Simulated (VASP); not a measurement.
# ZnO (P6_3mc) in VASP: further runs

The runs below take ZnO through single point, relaxation of cell and atoms, with PBE+D3(BJ).

Everything below comes from runs of VASP 6.6.1. Logs are shortened: lines on timing, memory, paths and dates and some standing lists are left out, and cuts for length are marked.

**Experimental background.**

“Electronic structure of alkaline earth and post-transition metal oxides”, 2009, arxiv:0908.1581 quotes, for a bulk crystal of ZnO: band gap 3.37 eV.

How close the calculation comes is told below.

## Step 1: The cell of the first run

Symmetry: P6_3mc, No. 186, hexagonal system. Conventional cell: a = 3.255 Å, b = 3.255 Å, c = 5.256 Å, α = 90.00°, β = 90.00°, γ = 120.00°. Zn (site symmetry 3m) has 4 O at 1.98 to 1.99 Å within 2.6 Å. O (site symmetry 3m) has 4 Zn at 1.98 to 1.99 Å within 2.6 Å.

## Step 2: Single point, PBE+D3(BJ)

The input, INCAR:

```
  PREC = Accurate
  ENCUT = 910
  EDIFF = 1E-6
  ISMEAR = 0
  SIGMA = 0.02
  LREAL = F
  LASPH = T
  NELM = 120
  ALGO = Normal
  ISIF = 2
  LWAVE = F
  LCHARG = T
  GGA = PE
  IVDW = 12
  LELF = T
  LVHAR = T
  NBANDS = 26
  GGA_COMPAT = F
```

The input, KPOINTS:

```
Automatic mesh
0
Gamma
  12 12 6
```

The input, POSCAR:

```
ZnO
1.0
    3.2547447267      0.0000000000      0.0000000000
   -1.6273723633      2.8186916162      0.0000000000
    0.0000000000      0.0000000000      5.2564237873
Zn O
2 2
Direct
    0.3333333333      0.6666666667      0.0016172184
    0.6666666667      0.3333333333      0.5016172184
    0.3333333333      0.6666666667      0.3804827816
    0.6666666667      0.3333333333      0.8804827816
```

Potentials or basis: VASP PAW PBE potentials, release 64 (Zn, O_h).

Started as:

```console
> cat potpaw_PBE.64/Zn/POTCAR potpaw_PBE.64/O_h/POTCAR > POTCAR
> mpirun -np 1 vasp_std > vasp.out
```

OUTCAR:

```text
PREC = Accurate
   ENCUT = 910
   EDIFF = 1E-6
   ISMEAR = 0
   LREAL = F
   LASPH = T
   NELM = 120
   ISIF = 2
   GGA = PE
   IVDW = 12
 IVDW          = 12

 ion  position               nearest neighbor table
   1  0.333  0.667  0.002-   4 1.98   4 1.98   4 1.98   3 1.99
   2  0.667  0.333  0.502-   3 1.98   3 1.98   3 1.98   4 1.99
   3  0.333  0.667  0.380-   2 1.98   2 1.98   2 1.98   1 1.99
   4  0.667  0.333  0.880-   1 1.98   1 1.98   1 1.98   2 1.99

  LATTYP: Found a hexagonal cell.
 ALAT       =     3.2547447267
 C/A-ratio  =     1.6150033962

  Lattice vectors:

 A1 = (   3.2547447267,   0.0000000000,   0.0000000000)
 A2 = (  -1.6273723633,   2.8186916162,   0.0000000000)
 A3 = (   0.0000000000,   0.0000000000,   5.2564237873)

Analysis of symmetry for initial positions (statically):
=====================================================================
 Subroutine PRICEL returns:
 Original cell was already a primitive cell.

 Routine SETGRP: Setting up the symmetry group for a
 hexagonal supercell.

 Subroutine GETGRP returns: Found 12 space group operations
 (whereof  6 operations were pure point group operations)
 out of a pool of 24 trial point group operations.

The static configuration has the point symmetry C_3v.
 The point group associated with its full space group is C_6v.

Analysis of symmetry for dynamics (positions and initial velocities):
=====================================================================
 Subroutine PRICEL returns:
 Original cell was already a primitive cell.

 Routine SETGRP: Setting up the symmetry group for a
 hexagonal supercell.

 Subroutine GETGRP returns: Found 12 space group operations
 (whereof  6 operations were pure point group operations)
 out of a pool of 24 trial point group operations.

The dynamic configuration has the point symmetry C_3v.
 The point group associated with its full space group is C_6v.

 Subroutine INISYM returns: Found 12 space group operations
 (whereof  6 operations are pure point group operations),
 and found     1 'primitive' translations

----------------------------------------------------------------------------------------

                                     Primitive cell

  volume of cell :      48.2231

  direct lattice vectors                    reciprocal lattice vectors
     3.254744727  0.000000000  0.000000000     0.307243758  0.177387266  0.000000000
    -1.627372363  2.818691616  0.000000000     0.000000000  0.354774532  0.000000000
     0.000000000  0.000000000  5.256423787     0.000000000  0.000000000  0.190243413

  length of vectors
     3.254744727  3.254744727  5.256423787     0.354774532  0.354774532  0.190243413

  position of ions in fractional coordinates (direct lattice)
     0.333333333  0.666666667  0.001617218
     0.666666667  0.333333333  0.501617218
     0.333333333  0.666666667  0.380482782
     0.666666667  0.333333333  0.880482782

  ion indices of the primitive-cell ions
   primitive index   ion index
                 1           1
                 2           2
                 3           3
                 4           4

----------------------------------------------------------------------------------------

 KPOINTS: Automatic mesh

Automatic generation of k-mesh.
 Grid dimensions read from file:
 generate k-points for:   12   12    6

 Generating k-lattice:

  Cartesian coordinates                     Fractional coordinates (reciprocal lattice)
     0.025603646  0.014782272  0.000000000     0.083333333  0.000000000  0.000000000
     0.000000000  0.029564544  0.000000000     0.000000000  0.083333333  0.000000000
     0.000000000  0.000000000  0.031707235     0.000000000  0.000000000  0.166666667

  Length of vectors
     0.029564544  0.029564544  0.031707235

  Shift w.r.t. Gamma in fractional coordinates (k-lattice)
     0.000000000  0.000000000  0.000000000

 Subroutine IBZKPT returns following result:
 ===========================================

 Found     76 irreducible k-points:

 Following reciprocal coordinates:
            Coordinates               Weight
  0.000000  0.000000  0.000000      1.000000
  0.083333  0.000000  0.000000      6.000000
  0.166667  0.000000  0.000000      6.000000
  0.250000  0.000000  0.000000      6.000000
  0.333333  0.000000  0.000000      6.000000
  0.416667  0.000000  0.000000      6.000000
[... 16 lines left out ...]
  0.250000  0.000000  0.166667     12.000000
  0.333333  0.000000  0.166667     12.000000
 [... further k-points ...]
   k-points           NKPTS =     76   k-points in BZ     NKDIM =     76   number of bands    NBANDS=     26
   number of dos      NEDOS =    301   number of ions     NIONS =      4
   total plane-waves  NPLWV =  55296
   dimension x,y,z NGX =    32 NGY =   32 NGZ =   54
   dimension x,y,z NGXF=    64 NGYF=   64 NGZF=  108
   ions per type =               2   2
   NGX,Y,Z   is equivalent  to a cutoff of  16.34, 16.34, 17.08 a.u.
   NGXF,Y,Z  is equivalent  to a cutoff of  32.69, 32.69, 34.16 a.u.
 SYSTEM =  unknown system
   PREC   = accura    normal or accurate (medium, high low for compatibility)
   ISTART =      0    job   : 0-new  1-cont  2-samecut
   ICHARG =      2    charge: 1-file 2-atom 10-const
   ISPIN  =      1    spin polarized calculation?
   LNONCOLLINEAR =      F non collinear calculations
   LSORBIT =      F    spin-orbit coupling
   LASPH  =      T    aspherical Exc in radial PAW
   ENCUT  =  910.0 eV  66.88 Ry    8.18 a.u.   8.01  8.01 12.93*2*pi/ulx,y,z
   NELM   =    120;   NELMIN=  2; NELMDL= -5     # of ELM steps
   EDIFF  = 0.1E-05   stopping-criterion for ELM
   LREAL  =      F    real-space projection
   EDIFFG = 0.1E-04   stopping-criterion for IOM
   NSW    =      0    number of steps for IOM
   IBRION =     -1    ionic relax: 0-MD 1-quasi-New 2-CG
   NFREE  =      0    steps in history (QN), initial steepest desc. (CG)
   ISIF   =      2    stress and relaxation
   ISYM   =      2    0-nonsym 1-usesym 2-fastsym
   POTIM  = 0.5000    time-step for ionic-motion
   TEBEG  =    0.0;   TEEND  =   0.0 temperature during run
   PSTRESS=    0.0 pullay stress
   NELECT =      36.0000    total number of electrons
   NUPDOWN=      -1.0000    fix difference up-down
   EMIN   =  10.00;   EMAX   =-10.00  energy-range for DOS
   EFERMI =   0.00;   METHOD = LEGACY
   ISMEAR =     0;   SIGMA  =   0.02  broadening in eV -4-tet -1-fermi 0-gaus
   EFERMI_NEDOS =   21; number of points for ismear=-14 and -15
   IALGO  =     38    algorithm
   IMIX   =      4    mixing-type and parameters
     AMIX     =   0.40;   BMIX     =  1.00
     AMIX_MAG =   1.60;   BMIX_MAG =  1.00
  volume/ion in A,a.u.               =      12.06        81.36
  Fermi-wavevector in a.u.,A,eV,Ry     =   1.485106  2.806443 30.008180  2.205539
  Thomas-Fermi vector in A             =   2.598559
   LORBIT       =      0    0 simple, 1 ext, 2 COOP (PROOUT), +10 PAW based schemes
   GGA     = PE    functional components
   LHFCALC =     F    Hartree Fock is set to
   AEXX    =    0.0000 exact exchange contribution
   IVDW    =    12    specifies the selected vdW correction
   LEPSILON=     F    determine dielectric tensor
   LRPA    =     F    only Hartree local field effects (RPA)
 non-spin polarized calculation
 Gauss-broadening in eV      SIGMA  =   0.02
  energy-cutoff  :      910.00
  volume of cell :       48.22
 maximum number of plane-waves:      3024
   NGX = 17   NGY = 17   NGZ = 25

 number of electron      36.0000002 magnetization

 Free energy of the ion-electron system (eV)
  ---------------------------------------------------
  ext. energy  EPLUGINS =         0.00000000
  ---------------------------------------------------
  free energy    TOTEN  =       -17.85668893 eV

  energy without entropy =      -17.85668893  energy(sigma->0) =      -17.85668893

 E-fermi :   1.4896     XC(G=0): -10.8456

 val. band max:        1.4078764899   @ k =   0.0000   0.0000   0.0000
 cond. band min:       2.1693255768   @ k =   0.0000   0.0000   0.0000
 fundamental gap:      0.7614490870
 Fermi energy:         1.4895799579

 k-point     1 :       0.0000    0.0000    0.0000
  band No.  band energies     occupation
      1     -16.5828      2.00000
      2     -15.8841      2.00000
      3      -4.2287      2.00000
      4      -4.2287      2.00000
      5      -4.1894      2.00000
      6      -4.1434      2.00000
[... 18 lines left out ...]
     25      15.4978      0.00000
     26      15.4978      0.00000

 k-point     2 :       0.0833    0.0000    0.0000
  band No.  band energies     occupation
      1     -16.5453      2.00000
      2     -15.8672      2.00000
      3      -4.2730      2.00000
      4      -4.2067      2.00000
      5      -4.1642      2.00000
      6      -4.0930      2.00000
[... 18 lines left out ...]
     25      15.4084      0.00000
     26      15.5865      0.00000

 k-point     3 :       0.1667    0.0000    0.0000
  band No.  band energies     occupation
      1     -16.4399      2.00000
      2     -15.8223      2.00000
      3      -4.3738      2.00000
      4      -4.1491      2.00000
      5      -4.1273      2.00000
      6      -4.0493      2.00000
[... 18 lines left out ...]
     25      15.3785      0.00000
     26      15.6721      0.00000

 k-point     4 :       0.2500    0.0000    0.0000
  band No.  band energies     occupation
      1     -16.2870      2.00000
      2     -15.7654      2.00000
      3      -4.4752      2.00000
      4      -4.1421      2.00000
      5      -4.0785      2.00000
      6      -3.9585      2.00000
[... 18 lines left out ...]
     25      14.7090      0.00000
     26      15.5277      0.00000

 k-point     5 :       0.3333    0.0000    0.0000
  band No.  band energies     occupation
      1     -16.1187      2.00000
      2     -15.7186      2.00000
      3      -4.5208      2.00000
      4      -4.1751      2.00000
      5      -4.0212      2.00000
      6      -3.8223      2.00000
[... 18 lines left out ...]
     25      14.7509      0.00000
     26      15.4246      0.00000

 k-point     6 :       0.4167    0.0000    0.0000
  band No.  band energies     occupation
      1     -15.9767      2.00000
      2     -15.6997      2.00000
      3      -4.4899      2.00000
      4      -4.2146      2.00000
      5      -3.9892      2.00000
      6      -3.6764      2.00000
[... 427 lines left out ...]
 k-point    21 :       0.0833    0.0000    0.1667
  band No.  band energies     occupation
      1     -16.5020      2.00000
      2     -15.9147      2.00000
      3      -4.3011      2.00000
      4      -4.2380      2.00000
      5      -4.1992      2.00000
      6      -4.1740      2.00000
[... 18 lines left out ...]
     25      14.8333      0.00000
     26      15.3819      0.00000

 k-point    22 :       0.1667    0.0000    0.1667
  band No.  band energies     occupation
      1     -16.3998      2.00000
      2     -15.8649      2.00000
      3      -4.4047      2.00000
      4      -4.2212      2.00000
      5      -4.1393      2.00000
      6      -4.0919      2.00000
[... 18 lines left out ...]
     25      14.5602      0.00000
     26      15.4688      0.00000

 k-point    23 :       0.2500    0.0000    0.1667
  band No.  band energies     occupation
      1     -16.2523      2.00000
      2     -15.8004      2.00000
      3      -4.5048      2.00000
      4      -4.2386      2.00000
      5      -4.0643      2.00000
      6      -3.9821      2.00000
[... 18 lines left out ...]
     25      14.7108      0.00000
     26      15.4018      0.00000

 k-point    24 :       0.3333    0.0000    0.1667
  band No.  band energies     occupation
      1     -16.0911      2.00000
      2     -15.7443      2.00000
      3      -4.5526      2.00000
      4      -4.2706      2.00000
      5      -4.0010      2.00000
      6      -3.8480      2.00000
[... 18 lines left out ...]
     25      14.7684      0.00000
     26      15.3545      0.00000

 [... further k-points ...]

------------------------ aborting loop because EDIFF is reached ----------------------------------------

 Edisp (eV)   -0.88507

 E8    (eV) :    -0.3340

  FORCE on cell =-STRESS in cart. coord.  units (eV):
  Direction    XX          YY          ZZ          XY          YZ          ZX
  --------------------------------------------------------------------------------------
  -------------------------------------------------------------------------------------
  Total       0.20791     0.20791     0.20446     0.00000     0.00000     0.00000
  in kB       6.90756     6.90756     6.79315     0.00000     0.00000     0.00000
  external pressure =        6.87 kB  Pullay stress =        0.00 kB

 VOLUME and BASIS-vectors are now :
 -----------------------------------------------------------------------------
  energy-cutoff  :      910.00
  volume of cell :       48.22
      direct lattice vectors                 reciprocal lattice vectors
     3.254744727  0.000000000  0.000000000     0.307243758  0.177387266  0.000000000
    -1.627372363  2.818691616  0.000000000     0.000000000  0.354774532  0.000000000
     0.000000000  0.000000000  5.256423787     0.000000000  0.000000000  0.190243413

 POSITION                                       TOTAL-FORCE (eV/Angst)
 -----------------------------------------------------------------------------------
     -0.00000      1.87913      0.00850         0.000000     -0.000000      0.001443
      1.62737      0.93956      2.63671        -0.000000      0.000000      0.001443
     -0.00000      1.87913      1.99998         0.000000     -0.000000     -0.001443
      1.62737      0.93956      4.62819        -0.000000      0.000000     -0.001443
 -----------------------------------------------------------------------------------
    total drift:                               -0.000000     -0.000000     -0.000104

  FREE ENERGIE OF THE ION-ELECTRON SYSTEM (eV)
  ---------------------------------------------------
  free  energy   TOTEN  =       -18.7417631728 eV

  energy  without entropy=      -18.7417631728  energy(sigma->0) =      -18.74176317
```

It took 95 s on 1 thread of Intel Xeon Platinum 8559C (Emerald Rapids), shared host; peak memory 0.35 GiB.

Results:

* Free energy: -18.7418 eV
* Pressure: 0.7 GPa
* Band gap on the k mesh: 0.76 eV
* Dispersion energy per atom: -0.221 eV

Caveat: the cutoff is under 1.25 times the usual one of these potentials, so pressure, stress and relaxed cells hold a basis-set (Pulay) error.

## Step 3: Single point, PBE+D3(BJ)

This run uses another cell than the first one, of 11.90 Å³/atom.

The input, INCAR:

```
ALGO = Normal
EDIFF = 1E-6
ENCUT = 600
GGA = PE
GGA_COMPAT = F
ISIF = 2
ISMEAR = 0
IVDW = 12
LASPH = T
LCHARG = T
LELF = T
LREAL = F
LVHAR = T
LWAVE = F
NBANDS = 26
NELM = 120
PREC = Accurate
SIGMA = 0.1
```

The input, KPOINTS:

```
k-points
0
Gamma
  6 6 4
```

The input, POSCAR:

```
ZnO
1.0
    3.2493987239      0.0000000000      0.0000000000
   -1.6246993619      2.8140618419      0.0000000000
    0.0000000000      0.0000000000      5.2038000000
Zn O
2 2
Direct
    0.3333333333      0.6666666667      0.0000000000
    0.6666666667      0.3333333333      0.5000000000
    0.3333333333      0.6666666667      0.3821000000
    0.6666666667      0.3333333333      0.8821000000
```

Potentials or basis: VASP PAW PBE potentials, release 64 (Zn, O).

Started as:

```console
> cat potpaw_PBE.64/Zn/POTCAR potpaw_PBE.64/O/POTCAR > POTCAR
> mpirun -np 1 vasp_std > vasp.out
```

OUTCAR:

```text
EDIFF = 1E-6
   ENCUT = 600
   GGA = PE
   ISIF = 2
   ISMEAR = 0
   IVDW = 12
   LASPH = T
   LREAL = F
   NELM = 120
   PREC = Accurate
 IVDW          = 12

 ion  position               nearest neighbor table
   1  0.333  0.667  0.000-   4 1.97   4 1.97   4 1.97   3 1.99
   2  0.667  0.333  0.500-   3 1.97   3 1.97   3 1.97   4 1.99
   3  0.333  0.667  0.382-   2 1.97   2 1.97   2 1.97   1 1.99
   4  0.667  0.333  0.882-   1 1.97   1 1.97   1 1.97   2 1.99

  LATTYP: Found a hexagonal cell.
 ALAT       =     3.2493987239
 C/A-ratio  =     1.6014655148

  Lattice vectors:

 A1 = (   3.2493987239,   0.0000000000,   0.0000000000)
 A2 = (  -1.6246993619,   2.8140618419,   0.0000000000)
 A3 = (   0.0000000000,   0.0000000000,   5.2038000000)

Analysis of symmetry for initial positions (statically):
=====================================================================
 Subroutine PRICEL returns:
 Original cell was already a primitive cell.
[... 169 lines left out ...]
  free energy    TOTEN  =       -17.82404820 eV

  energy without entropy =      -17.82404820  energy(sigma->0) =      -17.82404820

 E-fermi :   1.6059     XC(G=0): -10.9119

 val. band max:        1.2084405865   @ k =   0.0000   0.0000   0.0000
 cond. band min:       1.9979420404   @ k =   0.0000   0.0000   0.0000
 fundamental gap:      0.7895014539
 Fermi energy:         1.6059216773

 k-point     1 :       0.0000    0.0000    0.0000
  band No.  band energies     occupation
      1     -16.8864      2.00000
      2     -16.1567      2.00000
      3      -4.4997      2.00000
      4      -4.4997      2.00000
      5      -4.4129      2.00000
      6      -4.4037      2.00000
[... 598 lines left out ...]
     25      16.9532      0.00000
     26      16.9545      0.00000

------------------------ aborting loop because EDIFF is reached ----------------------------------------

 Edisp (eV)   -0.89708

 E8    (eV) :    -0.3384

  FORCE on cell =-STRESS in cart. coord.  units (eV):
  Direction    XX          YY          ZZ          XY          YZ          ZX
  --------------------------------------------------------------------------------------
  -------------------------------------------------------------------------------------
  Total       0.79141     0.79141     0.87653     0.00000     0.00000     0.00000
  in kB      26.64734    26.64734    29.51351     0.00000     0.00000     0.00000
  external pressure =       27.60 kB  Pullay stress =        0.00 kB

 VOLUME and BASIS-vectors are now :
 -----------------------------------------------------------------------------
  energy-cutoff  :      600.00
  volume of cell :       47.58
      direct lattice vectors                 reciprocal lattice vectors
     3.249398724  0.000000000  0.000000000     0.307749244  0.177679109  0.000000000
    -1.624699362  2.814061842  0.000000000     0.000000000  0.355358217  0.000000000
     0.000000000  0.000000000  5.203800000     0.000000000  0.000000000  0.192167262

 POSITION                                       TOTAL-FORCE (eV/Angst)
 -----------------------------------------------------------------------------------
     -0.00000      1.87604      0.00000         0.000000      0.000000      0.033836
      1.62470      0.93802      2.60190        -0.000000     -0.000000      0.033836
     -0.00000      1.87604      1.98837         0.000000     -0.000000     -0.033836
      1.62470      0.93802      4.59027        -0.000000      0.000000     -0.033836
 -----------------------------------------------------------------------------------
    total drift:                               -0.000000     -0.000000     -0.000796

  FREE ENERGIE OF THE ION-ELECTRON SYSTEM (eV)
  ---------------------------------------------------
  free  energy   TOTEN  =       -18.7211264697 eV

  energy  without entropy=      -18.7211264695  energy(sigma->0) =      -18.72112647
```

Run time: 16 s. Hardware: 1 thread of Intel Xeon 6975P-C (Granite Rapids), shared host; peak memory 0.19 GiB.

Results:

| Item | Value |
| --- | --- |
| Free energy | -18.7211 eV |
| Pressure | 2.8 GPa |
| Largest force | 0.034 eV/Å |
| Band gap on the k mesh | 0.79 eV |
| Dispersion energy per atom | -0.224 eV |

Forces on the atoms (eV/Å):
```
Zn   0.000  0.000  0.034
Zn   0.000  0.000  0.034
O    0.000  0.000 -0.034
O    0.000  0.000 -0.034
```

As with any semilocal functional, this PBE gap is likely too small.

(Continued in part 2 of 2.)
